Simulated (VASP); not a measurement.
# FeO (I4/mmm) in VASP: further runs, part 2 of 2

VASP 6.6.1.

**4. Single point, PBE, collinear spin, ferromagnetic start**

INCAR reads:

```
PREC = Accurate ; ENCUT = 520
EDIFF = 1E-6 ; ISMEAR = -1
SIGMA = 0.05 ; LREAL = F
LASPH = T ; NELM = 150
ALGO = Normal ; ISIF = 2
LWAVE = F ; LCHARG = T
ISPIN = 2 ; MAGMOM = 1.5 0
LORBIT = 11 ; NUPDOWN = 1.5
LMAXMIX = 4 ; GGA = PE
LELF = T ; LVHAR = T
NBANDS = 18
```

KPOINTS reads:

```
Automatic mesh
0
Gamma
  10 10 10
```

POSCAR reads:

```
FeO
1.0
   -1.6021034130      1.6021034130      2.0833922500
    1.6021034130     -1.6021034130      2.0833922500
    1.6021034130      1.6021034130     -2.0833922500
Fe O
1 1
Direct
    0.0000000000      0.0000000000      0.0000000000
    0.5000000000      0.5000000000      0.0000000000
```

Potentials or basis: VASP PAW PBE potentials, release 64 (Fe, O).

On the command line:

```sh
cat potpaw_PBE.64/Fe/POTCAR potpaw_PBE.64/O/POTCAR > POTCAR
mpirun -np 1 vasp_std > vasp.out
```

OUTCAR:

```text
PREC = Accurate
   ENCUT = 520
   EDIFF = 1E-6
   ISMEAR = -1
   LREAL = F
   LASPH = T
   NELM = 150
   ISIF = 2
   ISPIN = 2
   LORBIT = 11
   NUPDOWN = 1.5
   GGA = PE

 ion  position               nearest neighbor table
   1  0.000  0.000  0.000-   2 2.08   2 2.08   2 2.27   2 2.27   2 2.27   2 2.27
   2  0.500  0.500  0.000-   1 2.08   1 2.08   1 2.27   1 2.27   1 2.27   1 2.27

  LATTYP: Found a body centered tetragonal cell.
 ALAT       =     3.2042068260
 C/A-ratio  =     1.3004105934

  Lattice vectors:

 A1 = (  -1.6021034130,   1.6021034130,   2.0833922500)
 A2 = (   1.6021034130,  -1.6021034130,   2.0833922500)
 A3 = (   1.6021034130,   1.6021034130,  -2.0833922500)

Analysis of symmetry for initial positions (statically):
=====================================================================
 Subroutine PRICEL returns:
 Original cell was already a primitive cell.

 Routine SETGRP: Setting up the symmetry group for a
 body centered tetragonal supercell.

 Subroutine GETGRP returns: Found 16 space group operations
 (whereof 16 operations were pure point group operations)
 out of a pool of 16 trial point group operations.

The static configuration has the point symmetry D_4h.

Analysis of symmetry for dynamics (positions and initial velocities):
=====================================================================
 Subroutine PRICEL returns:
 Original cell was already a primitive cell.

 Routine SETGRP: Setting up the symmetry group for a
 body centered tetragonal supercell.

 Subroutine GETGRP returns: Found 16 space group operations
 (whereof 16 operations were pure point group operations)
 out of a pool of 16 trial point group operations.

The dynamic configuration has the point symmetry D_4h.

Analysis of structural, dynamic, and magnetic symmetry:
=====================================================================
 Subroutine PRICEL returns:
 Original cell was already a primitive cell.

 Routine SETGRP: Setting up the symmetry group for a
 body centered tetragonal supercell.

 Subroutine GETGRP returns: Found 16 space group operations
 (whereof 16 operations were pure point group operations)
 out of a pool of 16 trial point group operations.

The overall configuration has the point symmetry D_4h.

 Subroutine INISYM returns: Found 16 space group operations
 (whereof 16 operations are pure point group operations),
 and found     1 'primitive' translations

----------------------------------------------------------------------------------------

                                     Primitive cell

  volume of cell :      21.3901

  direct lattice vectors                    reciprocal lattice vectors
    -1.602103413  1.602103413  2.083392250     0.000000000  0.312089717  0.239993213
     1.602103413 -1.602103413  2.083392250     0.312089717  0.000000000  0.239993213
     1.602103413  1.602103413 -2.083392250     0.312089717  0.312089717  0.000000000

  length of vectors
     3.077985373  3.077985373  3.077985373     0.393696245  0.393696245  0.441361510

  position of ions in fractional coordinates (direct lattice)
     0.000000000  0.000000000  0.000000000
     0.500000000  0.500000000  0.000000000

[... 66 lines left out ...]
 SYSTEM =  unknown system
   PREC   = accura    normal or accurate (medium, high low for compatibility)
   ISTART =      0    job   : 0-new  1-cont  2-samecut
   ICHARG =      2    charge: 1-file 2-atom 10-const
   ISPIN  =      2    spin polarized calculation?
   LNONCOLLINEAR =      F non collinear calculations
   LSORBIT =      F    spin-orbit coupling
   LASPH  =      T    aspherical Exc in radial PAW
   ENCUT  =  520.0 eV  38.22 Ry    6.18 a.u.   5.72  5.72  5.72*2*pi/ulx,y,z
   NELM   =    150;   NELMIN=  2; NELMDL= -5     # of ELM steps
   EDIFF  = 0.1E-05   stopping-criterion for ELM
   LREAL  =      F    real-space projection
   EDIFFG = 0.1E-04   stopping-criterion for IOM
   NSW    =      0    number of steps for IOM
   IBRION =     -1    ionic relax: 0-MD 1-quasi-New 2-CG
   NFREE  =      0    steps in history (QN), initial steepest desc. (CG)
   ISIF   =      2    stress and relaxation
   ISYM   =      2    0-nonsym 1-usesym 2-fastsym
   POTIM  = 0.5000    time-step for ionic-motion
   TEBEG  =    0.0;   TEEND  =   0.0 temperature during run
   PSTRESS=    0.0 pullay stress
   NELECT =      14.0000    total number of electrons
   NUPDOWN=       1.5000    fix difference up-down
   EMIN   =  10.00;   EMAX   =-10.00  energy-range for DOS
   EFERMI =   0.00;   METHOD = LEGACY
   ISMEAR =    -1;   SIGMA  =   0.05  broadening in eV -4-tet -1-fermi 0-gaus
   EFERMI_NEDOS =   21; number of points for ismear=-14 and -15
   IALGO  =     38    algorithm
   IMIX   =      4    mixing-type and parameters
     AMIX     =   0.40;   BMIX     =  1.00
     AMIX_MAG =   1.60;   BMIX_MAG =  1.00
  volume/ion in A,a.u.               =      10.70        72.17
  Fermi-wavevector in a.u.,A,eV,Ry     =   1.421391  2.686039 27.488551  2.020352
  Thomas-Fermi vector in A             =   2.542205
   LORBIT       =     11    0 simple, 1 ext, 2 COOP (PROOUT), +10 PAW based schemes
   GGA     = PE    functional components
   LHFCALC =     F    Hartree Fock is set to
   AEXX    =    0.0000 exact exchange contribution
   IVDW    =     0    specifies the selected vdW correction
   LEPSILON=     F    determine dielectric tensor
   LRPA    =     F    only Hartree local field effects (RPA)
 spin polarized calculation
  energy-cutoff  :      520.00
  volume of cell :       21.39
 maximum number of plane-waves:       588
   NGX = 11   NGY = 11   NGZ = 11

 number of electron      14.0000002 magnetization       1.5000001

 Free energy of the ion-electron system (eV)
  ---------------------------------------------------
  ext. energy  EPLUGINS =         0.00000000
  ---------------------------------------------------
  free energy    TOTEN  =       -13.69328325 eV

  energy without entropy =      -13.65295861  energy(sigma->0) =      -13.67312093

 E-fermi :   5.2827     XC(G=0): -11.8411

 val. band max:        5.2806133131   @ k =  -0.4000   0.3000   0.0000
 cond. band min:       4.5097643570   @ k =  -0.1000   0.2000   0.1000
 fundamental gap:     -0.7708489560
 Fermi energy:         4.5016288974

 spin component 1

 k-point     1 :       0.0000    0.0000    0.0000
  band No.  band energies     occupation
      1     -15.0896      1.00000
      2       1.2976      1.00000
      3       1.5981      1.00000
      4       1.5981      1.00000
      5       2.5814      1.00000
      6       2.5814      1.00000
[... 493 lines left out ...]
     17      31.6754      0.00000
     18      33.6929      0.00000

 [... further k-points ...]

 spin component 2

 k-point     1 :       0.0000    0.0000    0.0000
  band No.  band energies     occupation
      1     -15.1006      1.00000
      2       1.2558      1.00000
      3       1.5736      1.00000
      4       1.5736      1.00000
      5       4.0845      1.00000
      6       4.2819      1.00000
[... 493 lines left out ...]
     17      31.9488      0.00000
     18      33.9505      0.00000

 [... further k-points ...]

------------------------ aborting loop because EDIFF is reached ----------------------------------------

  FORCE on cell =-STRESS in cart. coord.  units (eV):
  Direction    XX          YY          ZZ          XY          YZ          ZX
  --------------------------------------------------------------------------------------
  -------------------------------------------------------------------------------------
  Total       -3.1895994     -3.1895994     -3.6332265      0.0000000      0.0000000      0.0000000
  in kB     -238.9101459   -238.9101459   -272.1390866      0.0000000      0.0000000      0.0000000
  external PRESSURE =    -249.9864595 kB  Pullay stress =       0.0000000 kB

 VOLUME and BASIS-vectors are now :
 -----------------------------------------------------------------------------
  energy-cutoff  :      520.00
  volume of cell :       21.39
      direct lattice vectors                 reciprocal lattice vectors
    -1.602103413  1.602103413  2.083392250     0.000000000  0.312089717  0.239993213
     1.602103413 -1.602103413  2.083392250     0.312089717  0.000000000  0.239993213
     1.602103413  1.602103413 -2.083392250     0.312089717  0.312089717  0.000000000

 POSITION                                       TOTAL-FORCE (eV/Angst)
 -----------------------------------------------------------------------------------
      0.00000      0.00000      0.00000         0.000000      0.000000      0.000000
      0.00000      0.00000      2.08339        -0.000000     -0.000000     -0.000000
 -----------------------------------------------------------------------------------
    total drift:                               -0.000000      0.000000     -0.000000

  FREE ENERGIE OF THE ION-ELECTRON SYSTEM (eV)
  ---------------------------------------------------
  free  energy   TOTEN  =       -13.6932832515 eV

  energy  without entropy=      -13.6529586144  energy(sigma->0) =      -13.67312093

 total charge

# of ion       s       p       d       tot
------------------------------------------
    1        0.255   0.294   6.218   6.767
    2        1.563   3.340   0.000   4.904
--------------------------------------------------
tot          1.818   3.634   6.218  11.670

 magnetization (x)

# of ion       s       p       d       tot
------------------------------------------
    1        0.010   0.005   1.490   1.505
    2        0.004  -0.022   0.000  -0.018
--------------------------------------------------
tot          0.014  -0.017   1.490   1.487
```

Run time: 7 min. Hardware: 1 thread of Intel Xeon 8259CL, shared host; peak memory 0.2 GiB.

What came out:

- Free energy: -13.6933 eV
- Pressure: -25.0 GPa
- Net moment: 1.50 μB per cell
- Site moments: Fe +1.50; O -0.02 μB
- Valence electrons inside the program's atomic spheres: Fe 6.77; O 4.90

Stress tensor (GPa, compression positive):
```
-23.89   0.00   0.00
  0.00 -23.89   0.00
  0.00   0.00 -27.21
```

Caveat: the cell stands under tension; the total moment is fixed, so each spin has its own Fermi level; a cell with one magnetic atom can't hold antiferromagnetic order, which such compounds often take.

**5. Single point, PBE, collinear spin, ferromagnetic start**

INCAR reads:

```
PREC     = Accurate       # precision mode
ENCUT    = 520            # plane-wave cutoff, eV
EDIFF    = 1E-7           # SCF threshold, eV
ISMEAR   = -1             # smearing method
SIGMA    = 0.05           # smearing width, eV
LREAL    = F              # projectors in reciprocal space
LASPH    = T              # aspherical terms in the spheres
NELM     = 150            # most SCF steps
ALGO     = Normal         # electronic algorithm
ISIF     = 2              # what is computed and relaxed
LWAVE    = F              # write WAVECAR
LCHARG   = F              # write CHGCAR
ISPIN    = 2              # spin polarisation
MAGMOM   = 2.2 0          # initial moments
LORBIT   = 11             # projections on sites
NUPDOWN  = 2.2            # fixed moment
LMAXMIX  = 4              # l up to which the mixer works
GGA      = PE             # functional
NBANDS   = 18             # bands
```

KPOINTS reads:

```
regular mesh
0
Gamma
  10 10 10
```

POSCAR is that of step 4.

On the command line:

```sh
cat potpaw_PBE.64/Fe/POTCAR potpaw_PBE.64/O/POTCAR > POTCAR
mpirun -np 1 vasp_std > vasp.out
```

It took 1.9 min on 1 thread of Intel Xeon 8259CL, shared host; peak memory 0.2 GiB.

It converged, with:

```yaml
Free_energy: -14.0517 eV
Pressure: -22.8 GPa
Net_moment: 2.20 μB per cell
Site_moments: Fe +2.19; O -0.02 μB
Valence_electrons_inside_the_program's_atomic_spheres: Fe 6.75; O 4.91
```

Stress tensor (GPa, compression positive):
```
-22.59   0.00   0.00
  0.00 -22.59   0.00
  0.00   0.00 -23.13
```

Caveat: the cell stands under tension; the total moment is fixed, so each spin has its own Fermi level; a cell with one magnetic atom can't hold antiferromagnetic order, which such compounds often take.

**6. The runs side by side**

```tsv
spin	fixed moment (μB)	k mesh	pressure (GPa)	moment (μB)
off	-	12 × 12 × 12	-29.4	-
collinear, zero start	0.0	10 × 10 × 10	-29.6	0.00
collinear, ferromagnetic start	1.5	10 × 10 × 10	-25.0	1.50
collinear, ferromagnetic start	2.2	10 × 10 × 10	-22.8	2.20
```

Alike in all rows: task single point; level PBE; potentials or basis VASP PAW PBE potentials, release 64 (Fe, O); cell as given; cutoff (eV) 520; smearing fermi-dirac 0.05 eV.

Caveats: the cell stands under tension; the total moment is fixed, so each spin has its own Fermi level (at least some runs); a cell with one magnetic atom can't hold antiferromagnetic order, which such compounds often take (at least some runs); semilocal functionals often make such compounds metallic where correlation or magnetic order opens a gap, which also shifts bond lengths (at least some runs).

Total energies depend on the potentials used, so only differences within one code and one set of settings carry meaning.
